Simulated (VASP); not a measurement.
# Ir (Pm-3m) in VASP: further runs

Runs on Ir. Level: PBE. Tasks: single point, relaxation of cell and atoms.

Everything below comes from runs of VASP 6.6.1. Logs are shortened: lines on timing, memory, paths and dates and some standing lists are left out, and cuts for length are marked.

## 1. The cell of the first run

The structure is cubic, space group Pm-3m (No. 221). Conventional cell: a = 2.571 Å, b = 2.571 Å, c = 2.571 Å, α = 90.00°, β = 90.00°, γ = 90.00°. Ir (site symmetry m-3m) has 6 Ir at 2.57 Å within 3.4 Å.

## 2. Single point, PBE

Input file INCAR:

```
PREC = Accurate
ENCUT = 500
EDIFF = 1E-6
ISMEAR = 1
SIGMA = 0.001
LREAL = False
LASPH = True
NELM = 120
ALGO = Normal
ISIF = 2
LWAVE = False
LCHARG = False
GGA = PE
NBANDS = 10
GGA_COMPAT = False
```

Input file KPOINTS:

```
Automatic mesh
0
Gamma
  17 17 17
```

Input file POSCAR:

```
Ir
1.0
    2.5709103720      0.0000000000      0.0000000000
    0.0000000000      2.5709103720      0.0000000000
    0.0000000000      0.0000000000      2.5709103720
Ir
1
Direct
    0.0000000000      0.0000000000      0.0000000000
```

Potentials or basis: VASP PAW PBE potentials, release 64 (Ir).

Command:

```sh
$ cat potpaw_PBE.64/Ir/POTCAR > POTCAR
$ mpirun -np 1 vasp_std > vasp.out
```

OUTCAR:

```text
PREC = Accurate
   ENCUT = 500
   EDIFF = 1E-6
   ISMEAR = 1
   LREAL = False
   LASPH = True
   NELM = 120
   ISIF = 2
   GGA = PE

 ion  position               nearest neighbor table
   1  0.000  0.000  0.000-

  LATTYP: Found a simple cubic cell.
 ALAT       =     2.5709103720

  Lattice vectors:

 A1 = (   2.5709103720,   0.0000000000,   0.0000000000)
 A2 = (   0.0000000000,   2.5709103720,   0.0000000000)
 A3 = (   0.0000000000,   0.0000000000,   2.5709103720)

Analysis of symmetry for initial positions (statically):
=====================================================================
 Subroutine PRICEL returns:
 Original cell was already a primitive cell.

 Routine SETGRP: Setting up the symmetry group for a
 simple cubic supercell.

 Subroutine GETGRP returns: Found 48 space group operations
 (whereof 48 operations were pure point group operations)
 out of a pool of 48 trial point group operations.

The static configuration has the point symmetry O_h .

Analysis of symmetry for dynamics (positions and initial velocities):
=====================================================================
 Subroutine PRICEL returns:
 Original cell was already a primitive cell.

 Routine SETGRP: Setting up the symmetry group for a
 simple cubic supercell.

 Subroutine GETGRP returns: Found 48 space group operations
 (whereof 48 operations were pure point group operations)
 out of a pool of 48 trial point group operations.

The dynamic configuration has the point symmetry O_h .

 Subroutine INISYM returns: Found 48 space group operations
 (whereof 48 operations are pure point group operations),
 and found     1 'primitive' translations

----------------------------------------------------------------------------------------

                                     Primitive cell

  volume of cell :      16.9926

  direct lattice vectors                    reciprocal lattice vectors
     2.570910372  0.000000000  0.000000000     0.388967274  0.000000000  0.000000000
     0.000000000  2.570910372  0.000000000     0.000000000  0.388967274  0.000000000
     0.000000000  0.000000000  2.570910372     0.000000000  0.000000000  0.388967274

  length of vectors
     2.570910372  2.570910372  2.570910372     0.388967274  0.388967274  0.388967274

[... 79 lines left out ...]
   LREAL  =      F    real-space projection
   EDIFFG = 0.1E-04   stopping-criterion for IOM
   NSW    =      0    number of steps for IOM
   IBRION =     -1    ionic relax: 0-MD 1-quasi-New 2-CG
   NFREE  =      0    steps in history (QN), initial steepest desc. (CG)
   ISIF   =      2    stress and relaxation
   ISYM   =      2    0-nonsym 1-usesym 2-fastsym
   POTIM  = 0.5000    time-step for ionic-motion
   TEBEG  =    0.0;   TEEND  =   0.0 temperature during run
   PSTRESS=    0.0 pullay stress
   NELECT =       9.0000    total number of electrons
   NUPDOWN=      -1.0000    fix difference up-down
   EMIN   =  10.00;   EMAX   =-10.00  energy-range for DOS
   EFERMI =   0.00;   METHOD = LEGACY
   ISMEAR =     1;   SIGMA  =   0.00  broadening in eV -4-tet -1-fermi 0-gaus
   EFERMI_NEDOS =   21; number of points for ismear=-14 and -15
   IALGO  =     38    algorithm
   IMIX   =      4    mixing-type and parameters
     AMIX     =   0.40;   BMIX     =  1.00
     AMIX_MAG =   1.60;   BMIX_MAG =  1.00
  volume/ion in A,a.u.               =      16.99       114.67
  Fermi-wavevector in a.u.,A,eV,Ry     =   1.324551  2.503039 23.870547  1.754436
  Thomas-Fermi vector in A             =   2.454077
   LORBIT       =      0    0 simple, 1 ext, 2 COOP (PROOUT), +10 PAW based schemes
   GGA     = PE    functional components
   LHFCALC =     F    Hartree Fock is set to
   AEXX    =    0.0000 exact exchange contribution
   IVDW    =     0    specifies the selected vdW correction
   LEPSILON=     F    determine dielectric tensor
   LRPA    =     F    only Hartree local field effects (RPA)
 non-spin polarized calculation
 Methfessel and Paxton  Order N= 1 SIGMA  =   0.00
  energy-cutoff  :      500.00
  volume of cell :       16.99
 maximum number of plane-waves:       449
 NGX is ok and might be reduce to    20
   NGX =  9   NGY =  9   NGZ =  9

 number of electron       9.0000000 magnetization

 Free energy of the ion-electron system (eV)
  ---------------------------------------------------
  ext. energy  EPLUGINS =         0.00000000
  ---------------------------------------------------
  free energy    TOTEN  =        -7.86557172 eV

  energy without entropy =       -7.86557132  energy(sigma->0) =       -7.86557159

 E-fermi :   7.4022     XC(G=0): -12.7450

 val. band max:        7.4016327110   @ k =   0.2353   0.1765   0.0000
 cond. band min:       7.4200384110   @ k =   0.3529   0.2353   0.0588
 fundamental gap:      0.0184057000
 Fermi energy:         7.4021817487

 k-point     1 :       0.0000    0.0000    0.0000
  band No.  band energies     occupation
      1      -1.6591      2.00000
      2       1.5039      2.00000
      3       1.5039      2.00000
      4       8.7101      0.00000
      5       8.7101      0.00000
      6       8.7101      0.00000
      7      23.0058      0.00000
      8      23.0058      0.00000
      9      23.0058      0.00000
     10      28.9261      0.00000
[... 287 lines left out ...]
 k-point    24 :       0.4706    0.1176    0.0000
  band No.  band energies     occupation
      1       1.6563      2.00000
      2       2.6530      2.00000
      3       4.4067      2.00000
      4       6.0670      2.00000
      5       8.0371      0.00000
      6       8.5930      0.00000
      7      13.3915      0.00000
      8      24.1693      0.00000
      9      26.6777      0.00000
     10      27.6246      0.00000

 [... further k-points ...]

------------------------ aborting loop because EDIFF is reached ----------------------------------------

  FORCE on cell =-STRESS in cart. coord.  units (eV):
  Direction    XX          YY          ZZ          XY          YZ          ZX
  --------------------------------------------------------------------------------------
  -------------------------------------------------------------------------------------
  Total       -0.0122452     -0.0122452     -0.0122452      0.0000000      0.0000000     -0.0000000
  in kB       -1.1545597     -1.1545597     -1.1545597      0.0000000      0.0000000     -0.0000000
  external PRESSURE =      -1.1545597 kB  Pullay stress =       0.0000000 kB

 VOLUME and BASIS-vectors are now :
 -----------------------------------------------------------------------------
  energy-cutoff  :      500.00
  volume of cell :       16.99
      direct lattice vectors                 reciprocal lattice vectors
     2.570910372  0.000000000  0.000000000     0.388967274  0.000000000  0.000000000
     0.000000000  2.570910372  0.000000000     0.000000000  0.388967274  0.000000000
     0.000000000  0.000000000  2.570910372     0.000000000  0.000000000  0.388967274

 POSITION                                       TOTAL-FORCE (eV/Angst)
 -----------------------------------------------------------------------------------
      0.00000      0.00000      0.00000         0.000000      0.000000      0.000000
 -----------------------------------------------------------------------------------
    total drift:                                0.000000      0.000000      0.000000

  FREE ENERGIE OF THE ION-ELECTRON SYSTEM (eV)
  ---------------------------------------------------
  free  energy   TOTEN  =        -7.8655717244 eV

  energy  without entropy=       -7.8655713196  energy(sigma->0) =       -7.86557159
```

Run time: 11 s. Hardware: 1 thread of Intel Xeon Platinum 8488C (Sapphire Rapids), shared host; peak memory 0.14 GiB.

What came out:

- Free energy: -7.8656 eV
- Pressure: -0.1 GPa

Caveat: spin-orbit coupling is left out, which moves the levels of the heavy elements.

## 3. Relaxation of cell and atoms, PBE

This run uses another cell than the first one, of 15.67 Å³/atom, 0.922 times its volume.

Input file INCAR:

```
PREC = Accurate
ENCUT = 500
EDIFF = 1E-7
ISMEAR = -1
SIGMA = 0.08
LREAL = False
LASPH = True
NELM = 120
ALGO = Normal
ISIF = 3
LWAVE = False
LCHARG = False
GGA = PE
IBRION = 2
NSW = 60
EDIFFG = -0.005
GGA_COMPAT = False
NELMIN = 4
```

Input file KPOINTS:

```
Automatic mesh
0
Gamma
  17 17 17
  0.5 0.5 0.5
```

Input file POSCAR:

```
Ir
1.0
    2.5022678089      0.0000000000      0.0000000000
    0.0000000000      2.5022678089      0.0000000000
    0.0000000000      0.0000000000      2.5022678089
Ir
1
Direct
    0.0000000000      0.0000000000      0.0000000000
```

Potentials or basis: VASP PAW PBE potentials, release 64 (Ir).

Command:

```sh
$ cat potpaw_PBE.64/Ir/POTCAR > POTCAR
$ mpirun -np 1 vasp_std > vasp.out
```

OUTCAR:

```text
PREC = Accurate
   ENCUT = 500
   EDIFF = 1E-7
   ISMEAR = -1
   LREAL = False
   LASPH = True
   NELM = 120
   ISIF = 3
   GGA = PE
   IBRION = 2
   NSW = 60
   EDIFFG = -0.005
   NELMIN = 4

 ion  position               nearest neighbor table
   1  0.000  0.000  0.000-

  LATTYP: Found a simple cubic cell.
 ALAT       =     2.5022678089

  Lattice vectors:

 A1 = (   2.5022678089,   0.0000000000,   0.0000000000)
 A2 = (   0.0000000000,   2.5022678089,   0.0000000000)
 A3 = (   0.0000000000,   0.0000000000,   2.5022678089)

Analysis of symmetry for initial positions (statically):
=====================================================================
[... 360 lines left out ...]
 cond. band min:       7.4236333067   @ k =   0.3235   0.2059   0.1471
 fundamental gap:      0.0118057536
 Fermi energy:         7.4184302949

 k-point     1 :       0.0294    0.0294    0.0294
  band No.  band energies     occupation
      1      -1.5829      2.00000
      2       1.5410      2.00000
      3       1.5410      2.00000
      4       8.6185      0.00000
      5       8.6360      0.00000
      6       8.6360      0.00000
      7      22.7682      0.00000
      8      22.9494      0.00000
[... 243 lines left out ...]
 k-point    24 :       0.5000    0.1471    0.0294
  band No.  band energies     occupation
      1       1.8552      2.00000
      2       2.9814      2.00000
      3       3.9372      2.00000
      4       5.9829      2.00000
      5       8.3521      0.00002
      6       8.6441      0.00000
      7      13.2822      0.00000
      8      24.2823      0.00000

 [... further k-points ...]

------------------------ aborting loop because EDIFF is reached ----------------------------------------

  FORCE on cell =-STRESS in cart. coord.  units (eV):
  Direction    XX          YY          ZZ          XY          YZ          ZX
  --------------------------------------------------------------------------------------
  -------------------------------------------------------------------------------------
  Total       -0.0010309     -0.0010309     -0.0010309      0.0000000      0.0000000      0.0000000
  in kB       -0.0971046     -0.0971046     -0.0971046      0.0000000      0.0000000      0.0000000
  external PRESSURE =      -0.0971046 kB  Pullay stress =       0.0000000 kB
[... 16 lines left out ...]
  FREE ENERGIE OF THE ION-ELECTRON SYSTEM (eV)
  ---------------------------------------------------
  free  energy   TOTEN  =        -7.8721440480 eV

  energy  without entropy=       -7.8376272035  energy(sigma->0) =       -7.85488563

 reached required accuracy - stopping structural energy minimisation
```

OSZICAR:

```text
N       E                     dE             d eps       ncg     rms          rms(c)
DAV:   1     0.421086703463E+02    0.42109E+02   -0.43278E+03  2720   0.972E+02
DAV:   2    -0.747856842241E+01   -0.49587E+02   -0.48180E+02  2680   0.201E+02
DAV:   3    -0.814685342182E+01   -0.66828E+00   -0.66748E+00  3760   0.318E+01
[... 125 lines left out ...]
       N       E                     dE             d eps       ncg     rms          rms(c)
DAV:   1    -0.787214845242E+01   -0.45703E-05   -0.13939E-04  2800   0.193E-01    0.150E-02
DAV:   2    -0.787214449165E+01    0.39608E-05   -0.11526E-05  2984   0.451E-02    0.480E-03
DAV:   3    -0.787214412753E+01    0.36412E-06   -0.13093E-06  3328   0.137E-02    0.211E-03
DAV:   4    -0.787214404805E+01    0.79481E-07   -0.41650E-08  1368   0.213E-03
  19 F= -.78721440E+01 E0= -.78548856E+01  d E =-.221907E-05
```

CONTCAR:

```text
Ir
   1.00000000000000
     2.5717135407519498   -0.0000000000000000   -0.0000000000000000
    -0.0000000000000000    2.5717135407519498   -0.0000000000000000
     0.0000000000000000   -0.0000000000000000    2.5717135407519498
  Ir
     1
Direct
     1.0000000000000000    0.0000000000000000    0.0000000000000000

  0.00000000E+00  0.00000000E+00  0.00000000E+00
```

Wall time 60 s (1 thread of Intel Xeon Platinum 8488C (Sapphire Rapids), shared host); peak memory 0.14 GiB.

Results:

```
Free energy                            : -7.8721 eV
Relaxed volume                         : 17.01 Å³/atom
Relaxed cell                           : a = 2.572 Å, b = 2.572 Å, c = 2.572 Å, α = 90.00°, β = 90.00°, γ = 90.00°
Space group after relaxing (to 0.05 Å) : Pm-3m (No. 221)
Energy gained by relaxing              : 95.1 meV/atom
Ionic steps                            : 19
Pressure after relaxing                : 0.0 GPa
```

Step by step:
```tsv
step	energy change (eV)	largest force (eV/Å)	pressure (GPa)	volume (Å³)
1	0.0000	0.0000	24.69	15.67
2	0.5259	0.0000	-31.93	21.80
3	-0.0941	0.0000	-2.11	17.16
4	-0.0950	0.0000	-0.29	17.03
5	-0.0951	0.0000	0.12	17.00
6	-0.0951	0.0000	0.12	17.00
7	-0.0951	0.0000	0.12	17.00
8	-0.0951	0.0000	0.12	17.00
9	-0.0951	0.0000	0.12	17.00
10	-0.0951	0.0000	0.12	17.00
11	-0.0951	0.0000	0.12	17.00
12	-0.0951	0.0000	0.12	17.00
13	-0.0951	0.0000	0.11	17.00
14	-0.0951	0.0000	0.11	17.00
15	-0.0951	0.0000	0.11	17.00
16	-0.0951	0.0000	0.10	17.00
17	-0.0951	0.0000	0.09	17.00
18	-0.0951	0.0000	0.05	17.00
19	-0.0951	0.0000	-0.01	17.01
```

Final structure:
```cif
data_structure
_symmetry_space_group_name_H-M 'P 1'
_symmetry_Int_Tables_number 1
_cell_length_a 2.5717
_cell_length_b 2.5717
_cell_length_c 2.5717
_cell_angle_alpha 90.000
_cell_angle_beta 90.000
_cell_angle_gamma 90.000
_cell_volume 17.01
loop_
_atom_site_label
_atom_site_type_symbol
_atom_site_fract_x
_atom_site_fract_y
_atom_site_fract_z
_atom_site_occupancy
Ir1 Ir 0.00000 0.00000 0.00000 1
```

Caveat: spin-orbit coupling is left out, which moves the levels of the heavy elements.
